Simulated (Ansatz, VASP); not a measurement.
# Two plane-wave programs on BN

```
CELL_PARAMETERS angstrom
0.00000 1.79967 1.79967
1.79967 0.00000 1.79967
1.79967 1.79967 0.00000
ATOMIC_POSITIONS crystal
B 0.00000 0.00000 0.00000
N 0.25000 0.25000 0.25000
```

Alike in both runs: task single point; functional LDA; k mesh 12 × 12 × 12; no spin polarisation.

```csv
,VASP,Ansatz
version,VASP 6.6.1,Ansatz 0.2.0
potentials or method,"VASP PAW LDA potentials, release 64 (B, N)","scalar-relativistic, plane waves, PAW"
plane-wave cutoff (eV),600,420
occupations,"gaussian, width 0.01 eV",fixed
valence electrons in the cell,8,8
```

Ansatz gave:

```
pressure (GPa) : -6.1
```

Which values does VASP return?

Pressure (GPa): -5.4.

LDA's correlation is that of Perdew and Zunger in VASP and of Perdew and Wang (1992) in Ansatz.
